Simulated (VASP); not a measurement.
# NaF (Villiaumite) in VASP: further runs

NaF (Villiaumite) is run at these levels: PBE, r2SCAN, HSE06; tasks: single point.

Program: VASP 6.6.1. These are calculated values, not measurements. Logs are shortened: lines on timing, memory, paths and dates and some standing lists are left out, and cuts for length are marked.

## 1. The cell of the first run

It takes space group I4/mmm (No. 139, tetragonal). Conventional cell: a = 3.249 Å, b = 3.249 Å, c = 4.641 Å, α = 90.00°, β = 90.00°, γ = 90.00°. Na (site symmetry 4/mmm) has 6 F at 2.30 to 2.32 Å within 3.0 Å. F (site symmetry 4/mmm) has 6 Na at 2.30 to 2.32 Å within 3.0 Å.

## 2. Single point, PBE (uniaxial x strain +1.0%)

The input, INCAR:

```
SYSTEM = NaF
PREC     = Accurate       ! precision mode
ENCUT    = 520            ! plane-wave cutoff, eV
EDIFF    = 1E-6           ! SCF threshold, eV
ISMEAR   = -1             ! smearing method
SIGMA    = 0.02           ! smearing width, eV
LREAL    = .False.        ! projectors in reciprocal space
LASPH    = .True.         ! aspherical terms in the spheres
NELM     = 80             ! most SCF steps
ALGO     = Normal         ! electronic algorithm
ISIF     = 2              ! what is computed and relaxed
LWAVE    = .False.        ! write WAVECAR
LCHARG   = .False.        ! write CHGCAR
GGA      = PE             ! functional
NBANDS   = 14             ! bands
```

The input, KPOINTS:

```
regular mesh
0
Gamma
  10 10 10
  0 0 0
```

The input, POSCAR:

```
NaF
1.0
    0.0000000000      2.2972417931      2.2972417931
    2.3206736594      0.0000000000      2.2972417931
    2.3206736594      2.2972417931      0.0000000000
Na F
1 1
Direct
    0.0000000000      0.0000000000      0.0000000000
    0.5000000000      0.5000000000      0.5000000000
```

Potentials or basis: VASP PAW PBE potentials, release 64 (Na_pv, F).

Started as:

```console
> cat potpaw_PBE.64/Na_pv/POTCAR potpaw_PBE.64/F/POTCAR > POTCAR
> mpirun -np 1 vasp_std > vasp.out
```

OUTCAR:

```text
SYSTEM = NaF
   PREC = Accurate
   ENCUT = 520
   EDIFF = 1E-6
   ISMEAR = -1
   LREAL = .False.
   LASPH = .True.
   NELM = 80
   ISIF = 2
   GGA = PE

 ion  position               nearest neighbor table
   1  0.000  0.000  0.000-   2 2.30   2 2.30   2 2.30   2 2.30   2 2.32   2 2.32
   2  0.500  0.500  0.500-   1 2.30   1 2.30   1 2.30   1 2.30   1 2.32   1 2.32

  LATTYP: Found a body centered tetragonal cell.
 ALAT       =     3.2487904999
 C/A-ratio  =     1.4286385407

  Lattice vectors:

 A1 = (   2.3206736594,   0.0000000000,   2.2972417931)
 A2 = (   2.3206736594,   0.0000000000,  -2.2972417931)
 A3 = (  -2.3206736594,   2.2972417931,   0.0000000000)

Analysis of symmetry for initial positions (statically):
=====================================================================
 Subroutine PRICEL returns:
 Original cell was already a primitive cell.

 Routine SETGRP: Setting up the symmetry group for a
 body centered tetragonal supercell.

 Subroutine GETGRP returns: Found 16 space group operations
 (whereof 16 operations were pure point group operations)
 out of a pool of 16 trial point group operations.

The static configuration has the point symmetry D_4h.

Analysis of symmetry for dynamics (positions and initial velocities):
=====================================================================
 Subroutine PRICEL returns:
 Original cell was already a primitive cell.

 Routine SETGRP: Setting up the symmetry group for a
 body centered tetragonal supercell.

 Subroutine GETGRP returns: Found 16 space group operations
 (whereof 16 operations were pure point group operations)
 out of a pool of 16 trial point group operations.

The dynamic configuration has the point symmetry D_4h.

 Subroutine INISYM returns: Found 16 space group operations
 (whereof 16 operations are pure point group operations),
 and found     1 'primitive' translations

----------------------------------------------------------------------------------------

                                     Primitive cell

  volume of cell :      24.4939

  direct lattice vectors                    reciprocal lattice vectors
     0.000000000  2.297241793  2.297241793    -0.215454680  0.217652317  0.217652317
     2.320673659  0.000000000  2.297241793     0.215454680 -0.217652317  0.217652317
     2.320673659  2.297241793  0.000000000     0.215454680  0.217652317 -0.217652317

  length of vectors
     3.248790500  3.265401367  3.265401367     0.375720350  0.375720350  0.375720350

  position of ions in fractional coordinates (direct lattice)
     0.000000000  0.000000000  0.000000000
     0.500000000  0.500000000  0.500000000

  ion indices of the primitive-cell ions
   primitive index   ion index
                 1           1
                 2           2

----------------------------------------------------------------------------------------

 KPOINTS: regular mesh

Automatic generation of k-mesh.
 Grid dimensions read from file:
 generate k-points for:   10   10   10

 Generating k-lattice:

  Cartesian coordinates                     Fractional coordinates (reciprocal lattice)
    -0.021545468  0.021765232  0.021765232     0.100000000 -0.000000000 -0.000000000
     0.021545468 -0.021765232  0.021765232     0.000000000  0.100000000  0.000000000
     0.021545468  0.021765232 -0.021765232     0.000000000  0.000000000  0.100000000

  Length of vectors
     0.037572035  0.037572035  0.037572035

  Shift w.r.t. Gamma in fractional coordinates (k-lattice)
     0.000000000  0.000000000  0.000000000

 Subroutine IBZKPT returns following result:
 ===========================================

 Found    102 irreducible k-points:

 Following reciprocal coordinates:
            Coordinates               Weight
  0.000000  0.000000  0.000000      1.000000
  0.100000  0.000000  0.000000      8.000000
  0.200000  0.000000  0.000000      8.000000
  0.300000  0.000000  0.000000      8.000000
  0.400000  0.000000  0.000000      8.000000
  0.500000  0.000000  0.000000      4.000000
[... 16 lines left out ...]
  0.300000  0.300000  0.000000      4.000000
  0.400000  0.300000  0.000000     16.000000
 [... further k-points ...]
   k-points           NKPTS =    102   k-points in BZ     NKDIM =    102   number of bands    NBANDS=     14
   number of dos      NEDOS =    301   number of ions     NIONS =      2
   total plane-waves  NPLWV =  13824
   dimension x,y,z NGX =    24 NGY =   24 NGZ =   24
   dimension x,y,z NGXF=    48 NGYF=   48 NGZF=   48
   ions per type =               1   1
   NGX,Y,Z   is equivalent  to a cutoff of  12.28, 12.22, 12.22 a.u.
   NGXF,Y,Z  is equivalent  to a cutoff of  24.56, 24.44, 24.44 a.u.
 SYSTEM =  NaF
   PREC   = accura    normal or accurate (medium, high low for compatibility)
   ISTART =      0    job   : 0-new  1-cont  2-samecut
   ICHARG =      2    charge: 1-file 2-atom 10-const
   ISPIN  =      1    spin polarized calculation?
   LNONCOLLINEAR =      F non collinear calculations
   LSORBIT =      F    spin-orbit coupling
   LASPH  =      T    aspherical Exc in radial PAW
   ENCUT  =  520.0 eV  38.22 Ry    6.18 a.u.   6.04  6.07  6.07*2*pi/ulx,y,z
   NELM   =     80;   NELMIN=  2; NELMDL= -5     # of ELM steps
   EDIFF  = 0.1E-05   stopping-criterion for ELM
   LREAL  =      F    real-space projection
   EDIFFG = 0.1E-04   stopping-criterion for IOM
   NSW    =      0    number of steps for IOM
   IBRION =     -1    ionic relax: 0-MD 1-quasi-New 2-CG
   NFREE  =      0    steps in history (QN), initial steepest desc. (CG)
   ISIF   =      2    stress and relaxation
   ISYM   =      2    0-nonsym 1-usesym 2-fastsym
   POTIM  = 0.5000    time-step for ionic-motion
   TEBEG  =    0.0;   TEEND  =   0.0 temperature during run
   PSTRESS=    0.0 pullay stress
   NELECT =      14.0000    total number of electrons
   NUPDOWN=      -1.0000    fix difference up-down
   EMIN   =  10.00;   EMAX   =-10.00  energy-range for DOS
   EFERMI =   0.00;   METHOD = LEGACY
   ISMEAR =    -1;   SIGMA  =   0.02  broadening in eV -4-tet -1-fermi 0-gaus
   EFERMI_NEDOS =   21; number of points for ismear=-14 and -15
   IALGO  =     38    algorithm
   IMIX   =      4    mixing-type and parameters
     AMIX     =   0.40;   BMIX     =  1.00
     AMIX_MAG =   1.60;   BMIX_MAG =  1.00
  volume/ion in A,a.u.               =      12.25        82.65
  Fermi-wavevector in a.u.,A,eV,Ry     =   1.358621  2.567422 25.114331  1.845851
  Thomas-Fermi vector in A             =   2.485439
   LORBIT       =      0    0 simple, 1 ext, 2 COOP (PROOUT), +10 PAW based schemes
   GGA     = PE    functional components
   LHFCALC =     F    Hartree Fock is set to
   AEXX    =    0.0000 exact exchange contribution
   IVDW    =     0    specifies the selected vdW correction
   LEPSILON=     F    determine dielectric tensor
   LRPA    =     F    only Hartree local field effects (RPA)
 non-spin polarized calculation
  energy-cutoff  :      520.00
  volume of cell :       24.49
 maximum number of plane-waves:       673
   NGX = 13   NGY = 13   NGZ = 13

 number of electron      13.9999987 magnetization

 Free energy of the ion-electron system (eV)
  ---------------------------------------------------
  ext. energy  EPLUGINS =         0.00000000
  ---------------------------------------------------
  free energy    TOTEN  =        -8.55447950 eV

  energy without entropy =       -8.55447950  energy(sigma->0) =       -8.55447950

 E-fermi :  -1.5637     XC(G=0):  -9.2296

 val. band max:       -2.0157388565   @ k =   0.0000   0.0000   0.0000
 cond. band min:       4.3678561867   @ k =   0.0000   0.0000   0.0000
 fundamental gap:      6.3835950432
 Fermi energy:        -1.5637409846

 k-point     1 :       0.0000    0.0000    0.0000
  band No.  band energies     occupation
      1     -21.2157      2.00000
      2     -20.9185      2.00000
      3     -20.9148      2.00000
      4     -20.9148      2.00000
      5      -2.0159      2.00000
      6      -2.0157      2.00000
      7      -2.0157      2.00000
      8       4.3679      0.00000
      9      17.0249      0.00000
     10      17.0970      0.00000
     11      17.0970      0.00000
     12      19.9669      0.00000
     13      22.0143      0.00000
     14      22.3098      0.00000

 k-point     2 :       0.1000    0.0000    0.0000
  band No.  band energies     occupation
      1     -21.3539      2.00000
      2     -20.9187      2.00000
      3     -20.9159      2.00000
      4     -20.7641      2.00000
      5      -2.2164      2.00000
      6      -2.0419      2.00000
      7      -2.0410      2.00000
      8       4.7297      0.00000
      9      15.7880      0.00000
     10      17.2061      0.00000
     11      17.2602      0.00000
     12      21.4191      0.00000
     13      21.6256      0.00000
     14      21.8987      0.00000

 k-point     3 :       0.2000    0.0000    0.0000
  band No.  band energies     occupation
      1     -21.5478      2.00000
      2     -20.9223      2.00000
      3     -20.9187      2.00000
      4     -20.5341      2.00000
      5      -2.6782      2.00000
      6      -2.1095      2.00000
      7      -2.1064      2.00000
      8       5.6610      0.00000
      9      14.0264      0.00000
     10      17.5988      0.00000
     11      17.6760      0.00000
     12      21.0246      0.00000
     13      21.2616      0.00000
     14      22.6184      0.00000
[... 324 lines left out ...]
 k-point    23 :       0.3000    0.3000    0.0000
  band No.  band energies     occupation
      1     -21.4932      2.00000
      2     -20.9542      2.00000
      3     -20.9529      2.00000
      4     -20.5249      2.00000
      5      -3.0998      2.00000
      6      -2.3048      2.00000
      7      -2.2947      2.00000
      8       7.6749      0.00000
      9      12.4213      0.00000
     10      16.0800      0.00000
     11      17.6210      0.00000
     12      17.6755      0.00000
     13      23.9002      0.00000
     14      24.3915      0.00000

 k-point    24 :       0.4000    0.3000    0.0000
  band No.  band energies     occupation
      1     -21.4622      2.00000
      2     -20.9666      2.00000
      3     -20.9593      2.00000
      4     -20.5400      2.00000
      5      -3.2116      2.00000
      6      -2.4095      2.00000
      7      -2.3527      2.00000
      8       8.6904      0.00000
      9      11.8742      0.00000
     10      14.9303      0.00000
     11      17.7293      0.00000
     12      17.7995      0.00000
     13      23.6419      0.00000
     14      24.7771      0.00000

 [... further k-points ...]

------------------------ aborting loop because EDIFF is reached ----------------------------------------

  FORCE on cell =-STRESS in cart. coord.  units (eV):
  Direction    XX          YY          ZZ          XY          YZ          ZX
  --------------------------------------------------------------------------------------
  -------------------------------------------------------------------------------------
  Total        0.3449872      0.4925083      0.4925083      0.0000000      0.0000000     -0.0000000
  in kB       22.5660799     32.2156342     32.2156342      0.0000000      0.0000000     -0.0000000
  external PRESSURE =      28.9991161 kB  Pullay stress =       0.0000000 kB

 VOLUME and BASIS-vectors are now :
 -----------------------------------------------------------------------------
  energy-cutoff  :      520.00
  volume of cell :       24.49
      direct lattice vectors                 reciprocal lattice vectors
     0.000000000  2.297241793  2.297241793    -0.215454680  0.217652317  0.217652317
     2.320673659  0.000000000  2.297241793     0.215454680 -0.217652317  0.217652317
     2.320673659  2.297241793  0.000000000     0.215454680  0.217652317 -0.217652317

 POSITION                                       TOTAL-FORCE (eV/Angst)
 -----------------------------------------------------------------------------------
      0.00000      0.00000      0.00000         0.000000     -0.000000      0.000000
      2.32067      2.29724      2.29724         0.000000      0.000000     -0.000000
 -----------------------------------------------------------------------------------
    total drift:                                0.000000     -0.000000      0.000000

  FREE ENERGIE OF THE ION-ELECTRON SYSTEM (eV)
  ---------------------------------------------------
  free  energy   TOTEN  =        -8.5544794989 eV

  energy  without entropy=       -8.5544794989  energy(sigma->0) =       -8.55447950
```

It took 45 s on 1 thread of Oxide Virtual Turin-like, shared host; peak memory 0.11 GiB.

Results:

* Free energy: -8.5545 eV
* Pressure: 2.9 GPa
* Band gap on the k mesh: 6.38 eV, direct

Levels at points of the mesh, in eV from the valence-band top:
```csv
k point,band 4,band 5,band 6,band 7,band 8,band 9,band 10,band 11
"(0.00, 0.00, 0.00)",-18.90,0.00,0.00,0.00,6.38,19.04,19.11,19.11
"(0.50, 0.00, 0.00)",-18.13,-1.62,-0.27,-0.26,10.88,12.60,20.18,20.38
"(0.50, 0.50, 0.00)",-18.94,-1.29,-0.43,-0.41,13.33,13.33,13.77,19.88
"(0.00, 0.50, 0.50)",-18.94,-1.31,-0.40,-0.40,13.19,13.42,13.73,20.05
```

Caveat: the cell differs from its parent crystal (uniaxial x strain +1.0%). A k mesh can miss the band edges.

## 3. Single point, r2SCAN (uniaxial x strain +1.0%)

POSCAR is that of step 2.

The input, INCAR.step1:

```
SYSTEM = NaF
PREC = Accurate
ENCUT = 520
ISMEAR = 0
SIGMA = 0.01
LREAL = .False.
LASPH = .True.
NELM = 100
NBANDS = 14
GGA = PE
ALGO = Normal
EDIFF = 1E-4
LWAVE = .True.
LCHARG = .False.
```

The input, INCAR.step2:

```
SYSTEM = NaF
PREC = Accurate
ENCUT = 520
EDIFF = 1E-6
ISMEAR = 0
SIGMA = 0.01
LREAL = .False.
LASPH = .True.
NELM = 100
ALGO = Normal
ISIF = 2
LWAVE = .False.
LCHARG = .False.
METAGGA = R2SCAN
LMIXTAU = .True.
NBANDS = 14
ISTART = 1
```

The input, KPOINTS:

```
Automatic mesh
0
Gamma
  10 10 10
  0 0 0
```

Potentials or basis: VASP PAW PBE potentials, release 64 (Na_pv, F).

Started as:

```console
> cat potpaw_PBE.64/Na_pv/POTCAR potpaw_PBE.64/F/POTCAR > POTCAR
> cp INCAR.step1 INCAR
> mpirun -np 1 vasp_std > vasp.out
> cp INCAR.step2 INCAR
> mpirun -np 1 vasp_std > vasp.out
```

It took 2.9 min on 1 thread of Oxide Virtual Turin-like, shared host; peak memory 0.12 GiB.

The run converged. Its results:

```
Free energy            : -12.6011 eV
Pressure               : -1.3 GPa
Band gap on the k mesh : 7.26 eV, direct
```

Stress tensor (GPa, compression positive):
```
-1.78  0.00  0.00
 0.00 -1.02  0.00
 0.00  0.00 -1.02
```

Levels at points of the mesh, in eV from the valence-band top:
```
           k point  band 5  band 6  band 7  band 8  band 9  band 10
(0.00, 0.00, 0.00)    0.00    0.00    0.00    7.26   19.85    19.92
(0.50, 0.00, 0.00)   -1.58   -0.28   -0.27   11.73   13.55    21.49
(0.50, 0.50, 0.00)   -1.28   -0.42   -0.41   13.94   14.24    15.02
(0.00, 0.50, 0.50)   -1.30   -0.40   -0.40   14.04   14.10    14.98
```

Caveat: the cell differs from its parent crystal (uniaxial x strain +1.0%); the PAW data sets were made with another functional, which shifts forces and pressure a little. A k mesh can miss the band edges.

(Continued in part 2 of 2.)
